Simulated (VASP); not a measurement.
# Al9H in VASP: notebook, part 2 of 2

VASP 6.6.1.

### 5 Single point, PBE

Contents of INCAR:

```
SYSTEM = Al9H
PREC     = Accurate       ! precision mode
ENCUT    = 520            ! plane-wave cutoff, eV
EDIFF    = 1E-6           ! SCF threshold, eV
ISMEAR   = 0              ! smearing method
SIGMA    = 0.1            ! smearing width, eV
LREAL    = .FALSE.        ! projectors in reciprocal space
LASPH    = .TRUE.         ! aspherical terms in the spheres
NELM     = 80             ! most SCF steps
ALGO     = Normal         ! electronic algorithm
ISIF     = 2              ! what is computed and relaxed
LWAVE    = .FALSE.        ! write WAVECAR
LCHARG   = .FALSE.        ! write CHGCAR
LDIPOL   = .TRUE.       
IDIPOL   = 3            
DIPOL    = 0.5 0.5 0.318
GGA      = PE             ! functional
NBANDS   = 25             ! bands
```

Contents of KPOINTS:

```
regular mesh
0
G
  9 3 1
  0 0 0
```

Contents of POSCAR:

```
Al9H
1.0
    2.8543223330      0.0000000000      0.0000000000
   -1.4271611665      9.7033329366      0.0000000000
    0.0000000000      0.0000000000     21.7902708969
Al H
9 1
Direct
    0.5324485604      0.0648971207      0.1835681630
    0.6709687938      0.3419375876      0.2292758741
    0.2986728405      0.5973456810      0.2384174163
    0.9263768872      0.8527537744      0.2475589585
    0.0639738222      0.1277383808      0.2937147080
    0.1995905480      0.4042696935      0.3452583266
    0.8288544886      0.6597110299      0.3524478004
    0.4526361687      0.9111292155      0.3607640453
    0.5925232094      0.1814597089      0.4034034702
    0.9675232094      0.5564597089      0.5213460150
```

Potentials or basis: VASP PAW PBE potentials, release 64 (Al, H).

Run with:

```sh
$ cat potpaw_PBE.64/Al/POTCAR potpaw_PBE.64/H/POTCAR > POTCAR
$ mpirun -np 1 vasp_std > vasp.out
```

OUTCAR:

```text
SYSTEM = Al9H
   PREC = Accurate
   ENCUT = 520
   EDIFF = 1E-6
   ISMEAR = 0
   LREAL = .FALSE.
   LASPH = .TRUE.
   NELM = 80
   ISIF = 2
   GGA = PE

 ion  position               nearest neighbor table
   1  0.532  0.065  0.184-   5 2.86   5 2.86   2 2.87   4 2.87   4 2.87
   2  0.671  0.342  0.229-   1 2.87   3 2.87   3 2.87   5 2.89   5 2.89   6 2.96   6 2.97
   3  0.299  0.597  0.238-   4 2.87   4 2.87   2 2.87   2 2.87   7 2.93   7 2.93   6 2.99
   4  0.926  0.853  0.248-   5 2.85   3 2.87   3 2.87   1 2.87   1 2.87   8 2.90   8 2.91   7 2.96

   5  0.064  0.128  0.294-   9 2.83   9 2.83   4 2.85   1 2.86   1 2.86   2 2.89   2 2.89   6 2.91
                             8 2.93   8 2.93
   6  0.200  0.404  0.345-   7 2.86   7 2.87   9 2.88   9 2.89   5 2.91   2 2.96   2 2.97   3 2.99

   7  0.829  0.660  0.352-   8 2.83   8 2.83   6 2.86   6 2.87   3 2.93   3 2.93   4 2.96
   8  0.453  0.911  0.361-   9 2.78   7 2.83   7 2.83   4 2.90   4 2.91   5 2.93   5 2.93
   9  0.593  0.181  0.403-   8 2.78   5 2.83   5 2.83   6 2.88   6 2.89
  10  0.968  0.556  0.521-

  LATTYP: Found a base centered orthorhombic cell.
 ALAT       =     2.8543223330
 B/A-ratio  =     6.7990449603
 C/A-ratio  =     7.6341311018

  Lattice vectors:

 A1 = (   1.4271611665,  -9.7033329366,   0.0000000000)
 A2 = (   1.4271611665,   9.7033329366,   0.0000000000)
 A3 = (   0.0000000000,   0.0000000000,  21.7902708969)

Analysis of symmetry for initial positions (statically):
=====================================================================
 Subroutine PRICEL returns:
 Original cell was already a primitive cell.

 Routine SETGRP: Setting up the symmetry group for a
 base centered orthorhombic supercell.

 Subroutine GETGRP returns: Found  1 space group operations
 (whereof  1 operations were pure point group operations)
 out of a pool of  8 trial point group operations.

The static configuration has the point symmetry C_1 .

Analysis of symmetry for dynamics (positions and initial velocities):
[... 175 lines left out ...]
   NGX = 11   NGY = 37   NGZ = 81

 dipolmoment           0.000000      0.000000     -0.007860 electrons x Angstroem

 number of electron      28.0000000 magnetization

 dipolmoment           0.000000      0.000000      0.244099 electrons x Angstroem

 Free energy of the ion-electron system (eV)
  ---------------------------------------------------
  ext. energy  EPLUGINS =         0.00000000
  ---------------------------------------------------
  free energy    TOTEN  =       -31.42994184 eV

  energy without entropy =      -31.41003933  energy(sigma->0) =      -31.41999058

 E-fermi :  -1.6163     XC(G=0):  -3.6624

 val. band max:       -1.6327460219   @ k =   0.4444   0.0000   0.0000
 cond. band min:      -1.5887840811   @ k =  -0.3333   0.3333   0.0000
 fundamental gap:      0.0439619408
 Fermi energy:        -1.6163282979

 k-point     1 :       0.0000    0.0000    0.0000
  band No.  band energies     occupation
      1     -11.6527      2.00000
      2     -10.1086      2.00000
      3      -9.9901      2.00000
      4      -9.3638      2.00000
      5      -7.5045      2.00000
      6      -7.4894      2.00000
[... 381 lines left out ...]
     24       2.8091      0.00000
     25       2.9036      0.00000

------------------------ aborting loop because EDIFF is reached ----------------------------------------

 vacuum level on the upper side and lower side of the slab       (xc-potential included)         0.717        -0.835

  FORCE on cell =-STRESS in cart. coord.  units (eV):
  Direction    XX          YY          ZZ          XY          YZ          ZX
  --------------------------------------------------------------------------------------
  -------------------------------------------------------------------------------------
  Total       -8.0164419     -6.0781142     -0.3795792      1.0628729     -0.5229338     -0.0555854
  in kB      -21.2816676    -16.1358877     -1.0076887      2.8216642     -1.3882597     -0.1475655
  external PRESSURE =     -12.8084147 kB  Pullay stress =       0.0000000 kB

 VOLUME and BASIS-vectors are now :
 -----------------------------------------------------------------------------
  energy-cutoff  :      520.00
  volume of cell :      603.51
      direct lattice vectors                 reciprocal lattice vectors
     2.854322333  0.000000000  0.000000000     0.350345856  0.051528686  0.000000000
    -1.427161166  9.703332937  0.000000000     0.000000000  0.103057373  0.000000000
     0.000000000  0.000000000 21.790270897     0.000000000  0.000000000  0.045892041

 POSITION                                       TOTAL-FORCE (eV/Angst)
 -----------------------------------------------------------------------------------
      1.42716      0.62972      4.00000         0.008457      0.174157      0.078852
      1.42716      3.31793      4.99598         0.002592      0.084962     -0.015011
     -0.00000      5.79624      5.19518        -0.007007     -0.004504     -0.025445
      1.42716      8.27455      5.39438        -0.001679     -0.191700     -0.195040
      0.00030      1.23949      6.40012        -0.003684      0.021672     -0.033871
     -0.00726      3.92276      7.52327         0.009185      0.109957      0.086791
      1.42430      6.40140      7.67993         0.009860     -0.139004      0.174482
     -0.00836      8.84099      7.86115         0.001468     -0.042670      0.100885
      1.43228      1.76076      8.79027        -0.011076      0.000842      0.019309
      1.96747      5.39951     11.36027        -0.008114     -0.013714     -0.190952
 -----------------------------------------------------------------------------------
    total drift:                               -0.000011      0.000005     -0.000027

  FREE ENERGIE OF THE ION-ELECTRON SYSTEM (eV)
  ---------------------------------------------------
  free  energy   TOTEN  =       -31.4299418358 eV

  energy  without entropy=      -31.4100393252  energy(sigma->0) =      -31.41999058

 vacuum level on the upper side and lower side of the slab         4.131         2.540
```

OSZICAR:

```text
N       E                     dE             d eps       ncg     rms          rms(c)
DAV:   1     0.926586961469E+02    0.92659E+02   -0.79456E+03   700   0.756E+02
DAV:   2    -0.265530804948E+02   -0.11921E+03   -0.11302E+03  1002   0.129E+02
DAV:   3    -0.323637186763E+02   -0.58106E+01   -0.56774E+01   843   0.288E+01
DAV:   4    -0.326234011452E+02   -0.25968E+00   -0.25923E+00  1190   0.737E+00
[... 16 lines left out ...]
DAV:  21    -0.314299295430E+02   -0.28034E-04   -0.28843E-06   647   0.487E-03    0.147E-03
DAV:  22    -0.314299376929E+02   -0.81499E-05   -0.83769E-07   625   0.284E-03    0.574E-04
DAV:  23    -0.314299401478E+02   -0.24549E-05   -0.22703E-07   554   0.176E-03    0.285E-04
DAV:  24    -0.314299413743E+02   -0.12265E-05   -0.82622E-08   502   0.130E-03    0.448E-04
DAV:  25    -0.314299418358E+02   -0.46145E-06   -0.37383E-08   526   0.960E-04
   1 F= -.31429942E+02 E0= -.31419991E+02  d E =-.199025E-01
```

It took 5.6 min on 1 thread of AMD EPYC 7R13 (Zen 3), shared host; peak memory 0.7 GiB.

What came out:

| Property | Result |
| --- | --- |
| Free energy | -31.4299 eV |
| Largest force | 0.273 eV/Å |
| Band gap on the k mesh | zero (bands 14 and 15 overlap by 1.18 eV) |

Forces on the atoms (eV/Å):
```
Al   0.008  0.174  0.079
Al   0.003  0.085 -0.015
Al  -0.007 -0.005 -0.025
Al  -0.002 -0.192 -0.195
Al  -0.004  0.022 -0.034
Al   0.009  0.110  0.087
Al   0.010 -0.139  0.174
Al   0.001 -0.043  0.101
Al  -0.011  0.001  0.019
H   -0.008 -0.014 -0.191
```

### 6 Summary

| cell | gap on the mesh (eV) | largest force (eV/Å) |
| --- | --- | --- |
| as given, atomic positions A | none | 0.40 |
| as given, atomic positions B | none | 1.68 |
| as given, atomic positions C | none | 0.70 |
| as given, atomic positions D | none | 0.27 |

Alike in all rows: task single point; level PBE; potentials or basis VASP PAW PBE potentials, release 64 (Al, H); no spin polarisation; k mesh 9 × 3 × 1; cutoff (eV) 520; smearing gaussian 0.1 eV.

Total energies depend on the potentials used, so only differences within one code and one set of settings carry meaning.

The gap in the log of VASP goes by the Fermi energy; the results here count the filled bands.